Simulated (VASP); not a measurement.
# Y (Fm-3m) in VASP: a series of runs

Runs on Y. Level: PBEsol. Tasks: single point, relaxation of volume and atoms at fixed shape.

Everything below comes from runs of VASP 6.6.1. Logs are shortened: lines on timing, memory, paths and dates and some standing lists are left out, and cuts for length are marked.

## 1. The cell of the first run

Symmetry: Fm-3m, No. 225, cubic system. Conventional cell: a = 4.978 Å, b = 4.978 Å, c = 4.978 Å, α = 90.00°, β = 90.00°, γ = 90.00°. Within 4.6 Å of Y (site symmetry m-3m) lie 12 Y at 3.52 Å.

This isn't the form of Y at room conditions, which is hcp.

## 2. Single point, PBEsol

File INCAR:

```
PREC = Accurate
ENCUT = 500
EDIFF = 1E-6
ISMEAR = 0
SIGMA = 0.05
LREAL = False
LASPH = True
NELM = 120
ALGO = Normal
ISIF = 2
LWAVE = False
LCHARG = False
GGA = PS
NBANDS = 12
GGA_COMPAT = False
```

File KPOINTS:

```
Automatic mesh
0
Gamma
  9 9 9
```

File POSCAR:

```
Y
1.0
    0.0000000000      2.4891752032      2.4891752032
    2.4891752032      0.0000000000      2.4891752032
    2.4891752032      2.4891752032      0.0000000000
Y
1
Direct
    0.0000000000      0.0000000000      0.0000000000
```

Potentials or basis: VASP PAW PBE potentials, release 64 (Y_sv).

Command:

```sh
> cat potpaw_PBE.64/Y_sv/POTCAR > POTCAR
> mpirun -np 1 vasp_std > vasp.out
```

OUTCAR:

```text
PREC = Accurate
   ENCUT = 500
   EDIFF = 1E-6
   ISMEAR = 0
   LREAL = False
   LASPH = True
   NELM = 120
   ISIF = 2
   GGA = PS

 ion  position               nearest neighbor table
   1  0.000  0.000  0.000-

  LATTYP: Found a face centered cubic cell.
 ALAT       =     4.9783504064

  Lattice vectors:

 A1 = (   0.0000000000,   2.4891752032,   2.4891752032)
 A2 = (   2.4891752032,   0.0000000000,   2.4891752032)
 A3 = (   2.4891752032,   2.4891752032,   0.0000000000)

Analysis of symmetry for initial positions (statically):
=====================================================================
 Subroutine PRICEL returns:
 Original cell was already a primitive cell.

 Routine SETGRP: Setting up the symmetry group for a
 face centered cubic supercell.

 Subroutine GETGRP returns: Found 48 space group operations
 (whereof 48 operations were pure point group operations)
 out of a pool of 48 trial point group operations.

The static configuration has the point symmetry O_h .

Analysis of symmetry for dynamics (positions and initial velocities):
=====================================================================
 Subroutine PRICEL returns:
 Original cell was already a primitive cell.

 Routine SETGRP: Setting up the symmetry group for a
 face centered cubic supercell.

 Subroutine GETGRP returns: Found 48 space group operations
 (whereof 48 operations were pure point group operations)
 out of a pool of 48 trial point group operations.

The dynamic configuration has the point symmetry O_h .

 Subroutine INISYM returns: Found 48 space group operations
 (whereof 48 operations are pure point group operations),
 and found     1 'primitive' translations

----------------------------------------------------------------------------------------

                                     Primitive cell

  volume of cell :      30.8458

  direct lattice vectors                    reciprocal lattice vectors
     0.000000000  2.489175203  2.489175203    -0.200869750  0.200869750  0.200869750
     2.489175203  0.000000000  2.489175203     0.200869750 -0.200869750  0.200869750
     2.489175203  2.489175203  0.000000000     0.200869750  0.200869750 -0.200869750

  length of vectors
     3.520225331  3.520225331  3.520225331     0.347916612  0.347916612  0.347916612

  position of ions in fractional coordinates (direct lattice)
     0.000000000  0.000000000  0.000000000

  ion indices of the primitive-cell ions
   primitive index   ion index
                 1           1

----------------------------------------------------------------------------------------

 KPOINTS: Automatic mesh

Automatic generation of k-mesh.
 Grid dimensions read from file:
 generate k-points for:    9    9    9

 Generating k-lattice:

  Cartesian coordinates                     Fractional coordinates (reciprocal lattice)
    -0.022318861  0.022318861  0.022318861     0.111111111  0.000000000  0.000000000
     0.022318861 -0.022318861  0.022318861     0.000000000  0.111111111  0.000000000
     0.022318861  0.022318861 -0.022318861     0.000000000  0.000000000  0.111111111

  Length of vectors
     0.038657401  0.038657401  0.038657401

  Shift w.r.t. Gamma in fractional coordinates (k-lattice)
     0.000000000  0.000000000  0.000000000

 Subroutine IBZKPT returns following result:
 ===========================================

 Found     35 irreducible k-points:

 Following reciprocal coordinates:
            Coordinates               Weight
  0.000000  0.000000  0.000000      1.000000
  0.111111  0.000000  0.000000      8.000000
  0.222222  0.000000  0.000000      8.000000
  0.333333  0.000000  0.000000      8.000000
  0.444444  0.000000  0.000000      8.000000
  0.111111  0.111111  0.000000      6.000000
[... 16 lines left out ...]
 -0.333333  0.333333  0.000000     12.000000
  0.444444  0.444444  0.000000      6.000000
 [... further k-points ...]
   k-points           NKPTS =     35   k-points in BZ     NKDIM =     35   number of bands    NBANDS=     12
   number of dos      NEDOS =    301   number of ions     NIONS =      1
   total plane-waves  NPLWV =  21952
   dimension x,y,z NGX =    28 NGY =   28 NGZ =   28
   dimension x,y,z NGXF=    56 NGYF=   56 NGZF=   56
   ions per type =               1
   NGX,Y,Z   is equivalent  to a cutoff of  13.22, 13.22, 13.22 a.u.
   NGXF,Y,Z  is equivalent  to a cutoff of  26.45, 26.45, 26.45 a.u.
 SYSTEM =  unknown system
   PREC   = accura    normal or accurate (medium, high low for compatibility)
   ISTART =      0    job   : 0-new  1-cont  2-samecut
   ICHARG =      2    charge: 1-file 2-atom 10-const
   ISPIN  =      1    spin polarized calculation?
   LNONCOLLINEAR =      F non collinear calculations
   LSORBIT =      F    spin-orbit coupling
   LASPH  =      T    aspherical Exc in radial PAW
   ENCUT  =  500.0 eV  36.75 Ry    6.06 a.u.   6.42  6.42  6.42*2*pi/ulx,y,z
   NELM   =    120;   NELMIN=  2; NELMDL= -5     # of ELM steps
   EDIFF  = 0.1E-05   stopping-criterion for ELM
   LREAL  =      F    real-space projection
   EDIFFG = 0.1E-04   stopping-criterion for IOM
   NSW    =      0    number of steps for IOM
   IBRION =     -1    ionic relax: 0-MD 1-quasi-New 2-CG
   NFREE  =      0    steps in history (QN), initial steepest desc. (CG)
   ISIF   =      2    stress and relaxation
   ISYM   =      2    0-nonsym 1-usesym 2-fastsym
   POTIM  = 0.5000    time-step for ionic-motion
   TEBEG  =    0.0;   TEEND  =   0.0 temperature during run
   PSTRESS=    0.0 pullay stress
   NELECT =      11.0000    total number of electrons
   NUPDOWN=      -1.0000    fix difference up-down
   EMIN   =  10.00;   EMAX   =-10.00  energy-range for DOS
   EFERMI =   0.00;   METHOD = LEGACY
   ISMEAR =     0;   SIGMA  =   0.05  broadening in eV -4-tet -1-fermi 0-gaus
   EFERMI_NEDOS =   21; number of points for ismear=-14 and -15
   IALGO  =     38    algorithm
   IMIX   =      4    mixing-type and parameters
     AMIX     =   0.40;   BMIX     =  1.00
     AMIX_MAG =   1.60;   BMIX_MAG =  1.00
  volume/ion in A,a.u.               =      30.85       208.16
  Fermi-wavevector in a.u.,A,eV,Ry     =   1.160932  2.193844 18.337443  1.347764
  Thomas-Fermi vector in A             =   2.297510
   LORBIT       =      0    0 simple, 1 ext, 2 COOP (PROOUT), +10 PAW based schemes
   GGA     = PS    functional components
   LHFCALC =     F    Hartree Fock is set to
   AEXX    =    0.0000 exact exchange contribution
   IVDW    =     0    specifies the selected vdW correction
   LEPSILON=     F    determine dielectric tensor
   LRPA    =     F    only Hartree local field effects (RPA)
 non-spin polarized calculation
 Gauss-broadening in eV      SIGMA  =   0.05
  energy-cutoff  :      500.00
  volume of cell :       30.85
 maximum number of plane-waves:       797
 NGX is ok and might be reduce to    28
   NGX = 13   NGY = 13   NGZ = 13

 number of electron      10.9999999 magnetization

 Free energy of the ion-electron system (eV)
  ---------------------------------------------------
  ext. energy  EPLUGINS =         0.00000000
  ---------------------------------------------------
  free energy    TOTEN  =        -6.80082374 eV

  energy without entropy =       -6.79804865  energy(sigma->0) =       -6.79943619

 E-fermi :   3.2865     XC(G=0):  -9.7800

 val. band max:        3.2731280303   @ k =  -0.4444   0.2222   0.1111
 cond. band min:       3.2969253392   @ k =  -0.3333   0.4444   0.2222
 fundamental gap:      0.0237973089
 Fermi energy:         3.2865234336

 k-point     1 :       0.0000    0.0000    0.0000
  band No.  band energies     occupation
      1     -39.2203      2.00000
      2     -18.8922      2.00000
      3     -18.8922      2.00000
      4     -18.8922      2.00000
      5      -1.6076      2.00000
      6       5.0746      0.00000
      7       5.0746      0.00000
      8       5.0746      0.00000
      9       7.2226      0.00000
     10       7.2226      0.00000
     11      12.3803      0.00000
     12      15.7927      0.00000

 k-point     2 :       0.1111    0.0000    0.0000
  band No.  band energies     occupation
      1     -39.2106      2.00000
      2     -18.9770      2.00000
      3     -18.9027      2.00000
      4     -18.9027      2.00000
      5      -1.2843      2.00000
      6       4.7318      0.00000
      7       5.2175      0.00000
      8       5.2175      0.00000
      9       7.0678      0.00000
     10       7.0678      0.00000
     11      13.0820      0.00000
     12      14.6477      0.00000

 k-point     3 :       0.2222    0.0000    0.0000
  band No.  band energies     occupation
      1     -39.1861      2.00000
      2     -19.1857      2.00000
      3     -18.9292      2.00000
      4     -18.9292      2.00000
      5      -0.4286      2.00000
      6       4.1034      0.00000
      7       5.3653      0.00000
      8       5.3653      0.00000
      9       7.0708      0.00000
     10       7.0708      0.00000
     11      12.8841      0.00000
     12      14.8966      0.00000
[... 286 lines left out ...]
 k-point    23 :      -0.3333    0.3333    0.0000
  band No.  band energies     occupation
      1     -39.1165      2.00000
      2     -19.3536      2.00000
      3     -19.3477      2.00000
      4     -19.0507      2.00000
      5       2.6217      2.00000
      6       2.7619      2.00000
      7       3.9848      0.00000
      8       6.4661      0.00000
      9       8.0078      0.00000
     10       9.1682      0.00000
     11      12.4110      0.00000
     12      12.9226      0.00000

 k-point    24 :       0.4444    0.4444    0.0000
  band No.  band energies     occupation
      1     -39.1132      2.00000
      2     -19.5142      2.00000
      3     -19.1277      2.00000
      4     -19.1277      2.00000
      5       1.3715      2.00000
      6       2.3202      2.00000
      7       5.3603      0.00000
      8       8.7452      0.00000
      9       8.8175      0.00000
     10       8.8175      0.00000
     11      11.9104      0.00000
     12      11.9104      0.00000

 [... further k-points ...]

------------------------ aborting loop because EDIFF is reached ----------------------------------------

  FORCE on cell =-STRESS in cart. coord.  units (eV):
  Direction    XX          YY          ZZ          XY          YZ          ZX
  --------------------------------------------------------------------------------------
  -------------------------------------------------------------------------------------
  Total       -0.0213100     -0.0213100     -0.0213100      0.0000000      0.0000000      0.0000000
  in kB       -1.1068711     -1.1068711     -1.1068711      0.0000000      0.0000000      0.0000000
  external PRESSURE =      -1.1068711 kB  Pullay stress =       0.0000000 kB

 VOLUME and BASIS-vectors are now :
 -----------------------------------------------------------------------------
  energy-cutoff  :      500.00
  volume of cell :       30.85
      direct lattice vectors                 reciprocal lattice vectors
     0.000000000  2.489175203  2.489175203    -0.200869750  0.200869750  0.200869750
     2.489175203  0.000000000  2.489175203     0.200869750 -0.200869750  0.200869750
     2.489175203  2.489175203  0.000000000     0.200869750  0.200869750 -0.200869750

 POSITION                                       TOTAL-FORCE (eV/Angst)
 -----------------------------------------------------------------------------------
      0.00000      0.00000      0.00000         0.000000      0.000000      0.000000
 -----------------------------------------------------------------------------------
    total drift:                               -0.000000     -0.000000     -0.000000

  FREE ENERGIE OF THE ION-ELECTRON SYSTEM (eV)
  ---------------------------------------------------
  free  energy   TOTEN  =        -6.8008237388 eV

  energy  without entropy=       -6.7980486491  energy(sigma->0) =       -6.79943619
```

Run time: 9 s. Hardware: 1 thread of Intel Xeon Platinum 8488C (Sapphire Rapids), shared host; peak memory 0.17 GiB.

What came out:

| Property | Result |
| --- | --- |
| Free energy | -6.8008 eV |
| Pressure | -0.1 GPa |
| Band gap on the k mesh | zero (an odd number of electrons rules out a gap without spin polarisation) |

Caveat: the PAW data sets were made with another functional, which shifts forces and pressure a little.

## 3. Relaxation of volume and atoms at fixed shape, PBEsol

This run uses another cell than the first one, of 32.97 Å³/atom.

File INCAR:

```
SYSTEM = Y
  ALGO = Normal
  EDIFF = 1E-7
  EDIFFG = -0.01
  ENCUT = 500
  GGA = PS
  GGA_COMPAT = .False.
  IBRION = 2
  ISIF = 8
  ISMEAR = 0
  LASPH = .True.
  LCHARG = .False.
  LREAL = .False.
  LWAVE = .False.
  NELM = 120
  NELMIN = 4
  NSW = 80
  PREC = Accurate
  SIGMA = 0.05
```

File KPOINTS:

```
k-points
0
Gamma
  9 9 9
  0 0 0
```

File POSCAR:

```
Y
1.0
    0.0000000000      2.5450000000      2.5450000000
    2.5450000000      0.0000000000      2.5450000000
    2.5450000000      2.5450000000      0.0000000000
Y
1
Direct
    0.0000000000      0.0000000000      0.0000000000
```

Potentials or basis: VASP PAW PBE potentials, release 64 (Y_sv).

Command:

```sh
> cat potpaw_PBE.64/Y_sv/POTCAR > POTCAR
> mpirun -np 1 vasp_std > vasp.out
```

Run time: 22 s. Hardware: 1 thread of Intel Xeon Platinum 8488C (Sapphire Rapids), shared host; peak memory 0.18 GiB.

Results (log left out):

| Quantity | Value |
| --- | --- |
| Free energy | -6.8010 eV |
| Relaxed volume | 30.78 Å³/atom |
| Relaxed cell | a = 3.518 Å, b = 3.518 Å, c = 3.518 Å, α = 60.00°, β = 60.00°, γ = 60.00° |
| Space group after relaxing (to 0.1 Å) | Fm-3m (No. 225) |
| Energy gained by relaxing | 18.3 meV/atom |
| Ionic steps | 3 |
| Pressure after relaxing | 0.0 GPa |
| Band gap on the k mesh | zero (an odd number of electrons rules out a gap without spin polarisation) |

Step by step:
```
step  energy change (eV)  largest force (eV/Å)  pressure (GPa)  volume (Å³)
   1              0.0000                0.0000           -2.53        32.97
   2             -0.0181                0.0000            0.34        30.55
   3             -0.0183                0.0000            0.01        30.78
```

Final structure:
```
Y
1.0
     0.00000    2.48743    2.48743
     2.48743    0.00000    2.48743
     2.48743    2.48743    0.00000
Y
1
Direct
  0.00000 0.00000 0.00000
```

Levels at points of the mesh, in eV from the Fermi level:
```
           k point  band 2  band 3  band 4  band 5  band 6  band 7  band 8  band 9
(0.00, 0.00, 0.00)  -22.17  -22.17  -22.17   -4.90    1.79    1.79    1.79    3.94
```

Caveat: the PAW data sets were made with another functional, which shifts forces and pressure a little.
